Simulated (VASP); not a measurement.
# Al2As (P4mm) in VASP: further runs

Runs on Al2As. Level: PBE. Tasks: single point, relaxation of cell and atoms.

All numbers are computed with VASP 6.6.1; they aren't measurements. Logs are shortened: lines on timing, memory, paths and dates and some standing lists are left out, and cuts for length are marked.

## Step 1: The cell of the first run

It takes space group P4mm (No. 99, tetragonal). The conventional cell has a = 3.370 Å, b = 3.370 Å, c = 5.296 Å, α = 90.00°, β = 90.00°, γ = 90.00°. Within 3.4 Å of Al (site symmetry 4mm) lie 2 As at 2.54 to 2.75 Å and 8 Al at 2.85 to 3.37 Å. Within 3.5 Å of Al (site symmetry 4mm) lie 4 As at 2.67 Å and 8 Al at 2.85 to 3.37 Å. As (site symmetry 4mm) has 6 Al at 2.54 to 2.75 Å and 4 As at 3.37 Å within 3.4 Å.

## Step 2: Single point, PBE

File INCAR:

```
ALGO = Fast
EDIFF = 1E-6
ENCUT = 520
GGA = PE
ISIF = 2
ISMEAR = 0
LASPH = T
LCHARG = T
LELF = T
LREAL = F
LVHAR = T
LWAVE = F
NBANDS = 12
NELM = 100
PREC = Accurate
SIGMA = 0.1
```

File KPOINTS:

```
k-points
0
Gamma
  14 14 10
```

File POSCAR:

```
Al2As
1.0
    3.3704340489      0.0000000000      0.0000000000
    0.0000000000      3.3704340489      0.0000000000
    0.0000000000      0.0000000000      5.2956207621
Al As
2 1
Direct
    0.0000000000      0.0000000000      0.6195080683
    0.5000000000      0.5000000000      0.3251564955
    0.0000000000      0.0000000000      0.0999053462
```

Potentials or basis: VASP PAW PBE potentials, release 64 (Al, As).

Run with:

```
cat potpaw_PBE.64/Al/POTCAR potpaw_PBE.64/As/POTCAR > POTCAR
mpirun -np 1 vasp_std > vasp.out
```

OUTCAR:

```text
EDIFF = 1E-6
   ENCUT = 520
   GGA = PE
   ISIF = 2
   ISMEAR = 0
   LASPH = T
   LREAL = F
   NELM = 100
   PREC = Accurate

 ion  position               nearest neighbor table
   1  0.000  0.000  0.620-   3 2.54   3 2.75   2 2.85   2 2.85   2 2.85   2 2.85
   2  0.500  0.500  0.325-   3 2.67   3 2.67   3 2.67   3 2.67   1 2.85   1 2.85   1 2.85   1 2.85

   3  0.000  0.000  0.100-   1 2.54   2 2.67   2 2.67   2 2.67   2 2.67   1 2.75

  LATTYP: Found a simple tetragonal cell.
 ALAT       =     3.3704340489
 C/A-ratio  =     1.5711984526

  Lattice vectors:

 A1 = (   3.3704340489,   0.0000000000,   0.0000000000)
 A2 = (   0.0000000000,   3.3704340489,   0.0000000000)
 A3 = (   0.0000000000,   0.0000000000,   5.2956207621)

Analysis of symmetry for initial positions (statically):
=====================================================================
 Subroutine PRICEL returns:
 Original cell was already a primitive cell.

 Routine SETGRP: Setting up the symmetry group for a
 simple tetragonal supercell.

 Subroutine GETGRP returns: Found  8 space group operations
 (whereof  8 operations were pure point group operations)
 out of a pool of 16 trial point group operations.

The static configuration has the point symmetry C_4v.

Analysis of symmetry for dynamics (positions and initial velocities):
=====================================================================
 Subroutine PRICEL returns:
 Original cell was already a primitive cell.

 Routine SETGRP: Setting up the symmetry group for a
 simple tetragonal supercell.

 Subroutine GETGRP returns: Found  8 space group operations
 (whereof  8 operations were pure point group operations)
 out of a pool of 16 trial point group operations.

The dynamic configuration has the point symmetry C_4v.

 Subroutine INISYM returns: Found  8 space group operations
 (whereof  8 operations are pure point group operations),
 and found     1 'primitive' translations

----------------------------------------------------------------------------------------

                                     Primitive cell

  volume of cell :      60.1573

  direct lattice vectors                    reciprocal lattice vectors
     3.370434049  0.000000000  0.000000000     0.296697691  0.000000000  0.000000000
     0.000000000  3.370434049  0.000000000     0.000000000  0.296697691  0.000000000
     0.000000000  0.000000000  5.295620762     0.000000000  0.000000000  0.188835274

  length of vectors
     3.370434049  3.370434049  5.295620762     0.296697691  0.296697691  0.188835274

  position of ions in fractional coordinates (direct lattice)
     0.000000000  0.000000000  0.619508068
     0.500000000  0.500000000  0.325156496
     0.000000000  0.000000000  0.099905346

  ion indices of the primitive-cell ions
   primitive index   ion index
                 1           1
                 2           2
                 3           3

----------------------------------------------------------------------------------------

 KPOINTS: k-points

Automatic generation of k-mesh.
 Grid dimensions read from file:
 generate k-points for:   14   14   10

 Generating k-lattice:

  Cartesian coordinates                     Fractional coordinates (reciprocal lattice)
     0.021192692  0.000000000  0.000000000     0.071428571  0.000000000  0.000000000
     0.000000000  0.021192692  0.000000000     0.000000000  0.071428571  0.000000000
     0.000000000  0.000000000  0.018883527     0.000000000  0.000000000  0.100000000

  Length of vectors
     0.021192692  0.021192692  0.018883527

  Shift w.r.t. Gamma in fractional coordinates (k-lattice)
     0.000000000  0.000000000  0.000000000

 Subroutine IBZKPT returns following result:
 ===========================================

 Found    216 irreducible k-points:

 Following reciprocal coordinates:
            Coordinates               Weight
  0.000000  0.000000  0.000000      1.000000
  0.071429  0.000000  0.000000      4.000000
  0.142857  0.000000  0.000000      4.000000
  0.214286  0.000000  0.000000      4.000000
  0.285714  0.000000  0.000000      4.000000
  0.357143  0.000000  0.000000      4.000000
[... 16 lines left out ...]
  0.285714  0.214286  0.000000      8.000000
  0.357143  0.214286  0.000000      8.000000
 [... further k-points ...]
   k-points           NKPTS =    216   k-points in BZ     NKDIM =    216   number of bands    NBANDS=     12
   number of dos      NEDOS =    301   number of ions     NIONS =      3
   total plane-waves  NPLWV =  31360
   dimension x,y,z NGX =    28 NGY =   28 NGZ =   40
   dimension x,y,z NGXF=    56 NGYF=   56 NGZF=   80
   ions per type =               2   1
   NGX,Y,Z   is equivalent  to a cutoff of  13.81, 13.81, 12.56 a.u.
   NGXF,Y,Z  is equivalent  to a cutoff of  27.62, 27.62, 25.11 a.u.
 SYSTEM =  unknown system
   PREC   = accura    normal or accurate (medium, high low for compatibility)
   ISTART =      0    job   : 0-new  1-cont  2-samecut
   ICHARG =      2    charge: 1-file 2-atom 10-const
   ISPIN  =      1    spin polarized calculation?
   LNONCOLLINEAR =      F non collinear calculations
   LSORBIT =      F    spin-orbit coupling
   LASPH  =      T    aspherical Exc in radial PAW
   ENCUT  =  520.0 eV  38.22 Ry    6.18 a.u.   6.27  6.27  9.85*2*pi/ulx,y,z
   NELM   =    100;   NELMIN=  2; NELMDL= -5     # of ELM steps
   EDIFF  = 0.1E-05   stopping-criterion for ELM
   LREAL  =      F    real-space projection
   EDIFFG = 0.1E-04   stopping-criterion for IOM
   NSW    =      0    number of steps for IOM
   IBRION =     -1    ionic relax: 0-MD 1-quasi-New 2-CG
   NFREE  =      0    steps in history (QN), initial steepest desc. (CG)
   ISIF   =      2    stress and relaxation
   ISYM   =      2    0-nonsym 1-usesym 2-fastsym
   POTIM  = 0.5000    time-step for ionic-motion
   TEBEG  =    0.0;   TEEND  =   0.0 temperature during run
   PSTRESS=    0.0 pullay stress
   NELECT =      11.0000    total number of electrons
   NUPDOWN=      -1.0000    fix difference up-down
   EMIN   =  10.00;   EMAX   =-10.00  energy-range for DOS
   EFERMI =   0.00;   METHOD = LEGACY
   ISMEAR =     0;   SIGMA  =   0.10  broadening in eV -4-tet -1-fermi 0-gaus
   EFERMI_NEDOS =   21; number of points for ismear=-14 and -15
   IALGO  =     68    algorithm
   IMIX   =      4    mixing-type and parameters
     AMIX     =   0.40;   BMIX     =  1.00
     AMIX_MAG =   1.60;   BMIX_MAG =  1.00
  volume/ion in A,a.u.               =      20.05       135.32
  Fermi-wavevector in a.u.,A,eV,Ry     =   0.929201  1.755935 11.747461  0.863414
  Thomas-Fermi vector in A             =   2.055458
   LORBIT       =      0    0 simple, 1 ext, 2 COOP (PROOUT), +10 PAW based schemes
   GGA     = PE    functional components
   LHFCALC =     F    Hartree Fock is set to
   AEXX    =    0.0000 exact exchange contribution
   IVDW    =     0    specifies the selected vdW correction
   LEPSILON=     F    determine dielectric tensor
   LRPA    =     F    only Hartree local field effects (RPA)
 non-spin polarized calculation
 RMM-DIIS sequential band-by-band and
 Gauss-broadening in eV      SIGMA  =   0.10
  energy-cutoff  :      520.00
  volume of cell :       60.16
 maximum number of plane-waves:      1640
 NGX is ok and might be reduce to    28
   NGX = 13   NGY = 13   NGZ = 19

 number of electron      11.0000001 magnetization

 Free energy of the ion-electron system (eV)
  ---------------------------------------------------
  ext. energy  EPLUGINS =         0.00000000
  ---------------------------------------------------
  free energy    TOTEN  =       -11.83668637 eV

  energy without entropy =      -11.83078741  energy(sigma->0) =      -11.83373689

 E-fermi :   5.8207     XC(G=0):  -9.6337

 val. band max:        5.8061728215   @ k =   0.3571   0.0714   0.4000
 cond. band min:       5.8479511852   @ k =   0.2143   0.0000   0.3000
 fundamental gap:      0.0417783637
 Fermi energy:         5.8206545657

 k-point     1 :       0.0000    0.0000    0.0000
  band No.  band energies     occupation
      1      -7.1814      2.00000
      2      -0.8707      2.00000
      3       0.5219      2.00000
      4       5.2846      2.00000
      5       5.2846      2.00000
      6       7.7339      0.00000
      7       9.1620      0.00000
      8      10.6816      0.00000
      9      10.6816      0.00000
     10      11.9825      0.00000
     11      13.3994      0.00000
     12      13.4723      0.00000

 k-point     2 :       0.0714    0.0000    0.0000
  band No.  band energies     occupation
      1      -7.1278      2.00000
      2      -0.8205      2.00000
      3       0.5758      2.00000
      4       4.5768      2.00000
      5       5.3353      2.00000
      6       8.1459      0.00000
      7       9.3336      0.00000
      8      10.2737      0.00000
      9      10.7282      0.00000
     10      11.7937      0.00000
     11      12.9301      0.00000
     12      13.4255      0.00000

 k-point     3 :       0.1429    0.0000    0.0000
  band No.  band energies     occupation
      1      -6.9697      2.00000
      2      -0.6779      2.00000
      3       0.7352      2.00000
      4       3.3324      2.00000
      5       5.4846      2.00000
      6       8.3406      0.00000
      7       8.7165      0.00000
      8      10.7134      0.00000
      9      10.8615      0.00000
     10      11.2149      0.00000
     11      13.1863      0.00000
     12      13.4689      0.00000

 k-point     4 :       0.2143    0.0000    0.0000
  band No.  band energies     occupation
      1      -6.7163      2.00000
      2      -0.4803      2.00000
      3       0.9931      2.00000
      4       2.1300      2.00000
      5       5.7232      1.83200
      6       7.1882      0.00000
      7       8.9734      0.00000
      8       9.5398      0.00000
      9      11.0537      0.00000
     10      12.7218      0.00000
     11      13.3783      0.00000
     12      13.6821      0.00000

 k-point     5 :       0.2857    0.0000    0.0000
  band No.  band energies     occupation
      1      -6.3883      2.00000
      2      -0.3804      2.00000
      3       1.2332      2.00000
      4       1.3425      2.00000
      5       5.9895      0.01694
      6       6.0308      0.00296
      7       8.3675      0.00000
      8       9.4838      0.00000
      9      11.2146      0.00000
     10      12.9783      0.00000
     11      13.5678      0.00000
     12      14.4256      0.00000
[... 228 lines left out ...]
      1      -5.4015      2.00000
      2      -1.1864      2.00000
      3       1.5459      2.00000
      4       2.7248      2.00000
      5       3.7191      2.00000
      6       5.1576      2.00000
      7       6.7921      0.00000
      8       8.3126      0.00000
      9      10.8771      0.00000
     10      12.3525      0.00000
     11      12.6792      0.00000
     12      13.6776      0.00000

 k-point    22 :       0.2143    0.2143    0.0000
  band No.  band energies     occupation
      1      -6.2613      2.00000
      2      -0.0912      2.00000
      3       1.4616      2.00000
      4       2.5819      2.00000
      5       2.7051      2.00000
      6       7.5929      0.00000
      7       7.7634      0.00000
      8       9.5750      0.00000
      9      10.4626      0.00000
     10      10.5959      0.00000
     11      12.7649      0.00000
     12      14.3319      0.00000

 k-point    23 :       0.2857    0.2143    0.0000
  band No.  band energies     occupation
      1      -5.9420      2.00000
      2       0.0354      2.00000
      3       1.6963      2.00000
      4       1.8410      2.00000
      5       3.0094      2.00000
      6       6.4800      0.00000
      7       7.8619      0.00000
      8       8.8654      0.00000
      9       9.5198      0.00000
     10      10.5219      0.00000
     11      13.1138      0.00000
     12      14.2766      0.00000

 k-point    24 :       0.3571    0.2143    0.0000
  band No.  band energies     occupation
      1      -5.5940      2.00000
      2      -0.2191      2.00000
      3       1.4372      2.00000
      4       2.2214      2.00000
      5       3.4357      2.00000
      6       5.4061      2.00000
      7       7.5039      0.00000
      8       8.2132      0.00000
      9       9.1420      0.00000
     10      10.8213      0.00000
     11      12.5066      0.00000
     12      14.3946      0.00000

 [... further k-points ...]

------------------------ aborting loop because EDIFF is reached ----------------------------------------

  FORCE on cell =-STRESS in cart. coord.  units (eV):
  Direction    XX          YY          ZZ          XY          YZ          ZX
  --------------------------------------------------------------------------------------
  -------------------------------------------------------------------------------------
  Total        0.0335603      0.0335603      0.0434852      0.0000000      0.0000000      0.0000000
  in kB        0.8938163      0.8938163      1.1581458      0.0000000      0.0000000      0.0000000
  external PRESSURE =       0.9819261 kB  Pullay stress =       0.0000000 kB

 VOLUME and BASIS-vectors are now :
 -----------------------------------------------------------------------------
  energy-cutoff  :      520.00
  volume of cell :       60.16
      direct lattice vectors                 reciprocal lattice vectors
     3.370434049  0.000000000  0.000000000     0.296697691  0.000000000  0.000000000
     0.000000000  3.370434049  0.000000000     0.000000000  0.296697691  0.000000000
     0.000000000  0.000000000  5.295620762     0.000000000  0.000000000  0.188835274

 POSITION                                       TOTAL-FORCE (eV/Angst)
 -----------------------------------------------------------------------------------
      0.00000      0.00000      3.28068        -0.000000     -0.000000     -0.012983
      1.68522      1.68522      1.72191         0.000000      0.000000      0.016429
      0.00000      0.00000      0.52906         0.000000     -0.000000     -0.003446
 -----------------------------------------------------------------------------------
    total drift:                               -0.000000     -0.000000     -0.000027

  FREE ENERGIE OF THE ION-ELECTRON SYSTEM (eV)
  ---------------------------------------------------
  free  energy   TOTEN  =       -11.8366863744 eV

  energy  without entropy=      -11.8307874113  energy(sigma->0) =      -11.83373689
```

Run time: 2 min. Hardware: 1 thread of AMD EPYC 7R43 (Zen 3), shared host; peak memory 0.26 GiB.

Results:

```yaml
Free_energy: -11.8367 eV
Pressure: 0.1 GPa
Largest_force: 0.016 eV/Å
```

Forces in eV/Å, atoms in the order of the input:
```
Al   0.000  0.000 -0.013
Al   0.000  0.000  0.016
As   0.000  0.000 -0.003
```

## Step 3: Relaxation of cell and atoms, PBE

This run uses another cell than the first one, of 19.80 Å³/atom, 0.987 times its volume.

File INCAR:

```
  ALGO = Fast
  EDIFF = 1E-7
  EDIFFG = -0.01
  ENCUT = 600
  GGA = PE
  IBRION = 2
  ISIF = 3
  ISMEAR = 0
  LASPH = True
  LCHARG = False
  LREAL = False
  LWAVE = False
  NELM = 60
  NSW = 100
  PREC = Accurate
  SIGMA = 0.1
```

KPOINTS is that of step 2.

File POSCAR:

```
Al2As
1.0
    3.3206535950      0.0000000000      0.0000000000
    0.0000000000      3.3206535950      0.0000000000
    0.0000000000      0.0000000000      5.3863491756
Al As
2 1
Direct
    0.0000000000      0.0000000000      0.6183323230
    0.5000000000      0.5000000000      0.3340166782
    0.0000000000      0.0000000000      0.0922209088
```

Potentials or basis: VASP PAW PBE potentials, release 64 (Al, As).

Run with:

```
cat potpaw_PBE.64/Al/POTCAR potpaw_PBE.64/As/POTCAR > POTCAR
mpirun -np 1 vasp_std > vasp.out
```

Run time: 15 min. Hardware: 1 thread of AMD EPYC 7R43 (Zen 3), shared host; peak memory 0.29 GiB.

The run converged. Its results:

* Free energy: -11.8368 eV
* Relaxed volume: 20.08 Å³/atom
* Relaxed cell: a = 3.372 Å, b = 3.372 Å, c = 5.297 Å, α = 90.00°, β = 90.00°, γ = 90.00°
* Space group after relaxing (to 0.05 Å): P4mm (No. 99)
* Energy gained by relaxing: 2.7 meV/atom
* Ionic steps: 14
* Pressure after relaxing: 0.0 GPa
* Largest force after relaxing: 0.007 eV/Å

Forces in eV/Å, atoms in the order of the input:
```
Al   0.000  0.000  0.000
Al   0.000  0.000  0.007
As   0.000  0.000 -0.007
```

Step by step:
| step | energy change (eV) | largest force (eV/Å) | pressure (GPa) | volume (Å³) |
| --- | --- | --- | --- | --- |
| 1 | 0.0000 | 0.1242 | 0.22 | 59.39 |
| 2 | -0.0016 | 0.1098 | 0.00 | 59.62 |
| 3 | -0.0029 | 0.1702 | -0.59 | 60.32 |
| 4 | -0.0031 | 0.1500 | -0.45 | 60.15 |
| 5 | -0.0040 | 0.1422 | -0.37 | 60.12 |
| 6 | -0.0058 | 0.1116 | -0.09 | 60.03 |
| 7 | -0.0052 | 0.1452 | 0.49 | 59.84 |
| 8 | -0.0062 | 0.1252 | 0.11 | 59.96 |
| 9 | -0.0069 | 0.0875 | 0.09 | 60.03 |
| 10 | -0.0076 | 0.0358 | 0.04 | 60.17 |
| 11 | -0.0078 | 0.0209 | -0.01 | 60.25 |
| 12 | -0.0079 | 0.0083 | -0.07 | 60.32 |
| 13 | -0.0079 | 0.0089 | -0.07 | 60.32 |
| 14 | -0.0080 | 0.0067 | 0.02 | 60.24 |

Final structure:
```
Al As
1.0
     3.37233    0.00000    0.00000
     0.00000    3.37233    0.00000
     0.00000    0.00000    5.29677
Al As
2 1
Direct
  0.00000 0.00000 0.61919
  0.50000 0.50000 0.32541
  0.00000 0.00000 0.09997
```

Levels at points of the mesh, in eV from the Fermi level:
```csv
k point,band 2,band 3,band 4,band 5,band 6,band 7,band 8,band 9
"(0.00, 0.00, 0.00)",-6.69,-5.29,-0.54,-0.54,1.90,3.34,4.85,4.85
"(0.50, 0.00, 0.00)",-7.25,-4.44,-3.31,-2.32,0.79,0.95,4.81,5.09
"(0.50, 0.50, 0.00)",-5.03,-5.03,-2.88,-2.78,-0.64,0.07,0.07,1.88
"(0.00, 0.00, 0.50)",-8.65,-0.80,-0.33,-0.33,0.74,2.25,3.49,3.49
"(0.50, 0.00, 0.50)",-6.92,-6.42,-3.88,1.11,1.25,2.92,5.02,5.20
"(0.50, 0.50, 0.50)",-4.72,-4.72,-4.41,-2.49,-1.58,-1.58,0.63,3.70
```
